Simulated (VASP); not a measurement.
The system is Cd3C.

```
CELL_PARAMETERS angstrom
4.26080 0.00000 0.00000
0.00000 4.26080 0.00000
0.00000 0.00000 4.26080
ATOMIC_POSITIONS crystal
Cd 0.00000 0.50000 0.50000
Cd 0.50000 0.00000 0.50000
Cd 0.50000 0.50000 0.00000
C 0.00000 0.00000 0.00000
```

| Quantity | Value |
| --- | --- |
| Program | VASP 6.6.1 |
| Task | relaxation of cell and atoms |
| Functional | PBE |
| Potentials or basis | VASP PAW PBE potentials, release 64 (Cd, C) |
| Cutoff | 600 eV |
| k mesh | 12 × 12 × 12 |
| Occupations | gaussian, width 0.1 eV |
| Spin | no spin polarisation |

At the start: pressure -3.6 GPa; volume 19.34 Å³/atom.

Problem. Where does the relaxation end?

Solution. Over 3 steps the energy falls by 13.3 meV/atom and the volume is 18.22 Å³/atom (-5.8 %); space group Pm-3m (No. 221, to 0.1 Å) before and after.

The path:
```csv
step,energy change (eV),largest force (eV/Å),pressure (GPa),volume (Å³)
1,0.0000,0.0000,-3.57,77.35
2,-0.0531,0.0000,0.25,72.62
3,-0.0533,0.0000,0.00,72.88
```

Final structure:
```xyz
4
Lattice="4.1770 0.0000 0.0000 0.0000 4.1770 0.0000 0.0000 0.0000 4.1770" Properties=species:S:1:pos:R:3 pbc="T T T"
Cd    0.0000    2.0885    2.0885
Cd    2.0885    0.0000    2.0885
Cd    2.0885    2.0885    0.0000
C     0.0000    0.0000    0.0000
```
